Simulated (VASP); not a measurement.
Write the native input for VASP 6.6.1 that does the following.

- Task: single point
- Functional: PBE
- Potentials or basis: VASP PAW PBE potentials, release 64 (Na_pv, F)
- Cutoff: 520 eV
- k mesh: 6 × 6 × 6
- Occupations: gaussian, width 0.01 eV
- Spin: no spin polarisation
- Dipole correction: no
- Further INCAR settings: ALGO = Normal; EDIFF = 1e-07; NBANDS = 14

The structure of NaF lies in POSCAR:

```
NaF
1.0
    0.0000000000      2.2971680799      2.2971680799
    2.2971680799      0.0000000000      2.2971680799
    2.2971680799      2.2971680799      0.0000000000
Na F
1 1
Direct
    0.0000000000      0.0000000000      0.0000000000
    0.5000000000      0.5000000000      0.5000000000
```

One way to write it, as run:

INCAR

```
SYSTEM = NaF
PREC = Accurate
ENCUT = 520
EDIFF = 1E-7
ISMEAR = 0
SIGMA = 0.01
LREAL = .False.
LASPH = .True.
NELM = 60
ALGO = Normal
ISIF = 2
LWAVE = .False.
LCHARG = .False.
GGA = PE
NBANDS = 14
```

KPOINTS

```
Automatic mesh
0
Gamma
  6 6 6
  0 0 0
```

Potentials or basis: VASP PAW PBE potentials, release 64 (Na_pv, F).

The run is started by

```console
$ cat potpaw_PBE.64/Na_pv/POTCAR potpaw_PBE.64/F/POTCAR > POTCAR
$ mpirun -np 1 vasp_std > vasp.out
```

It gave:

```
Pressure               : 3.5 GPa
Band gap on the k mesh : 6.44 eV, direct
```

Wall time 3.9 s on 1 thread of Intel(R) Xeon(R) Platinum 8259CL CPU @ 2.50GHz (Skylake/Cascade Lake) (shared host), peak memory 0.13 GiB.
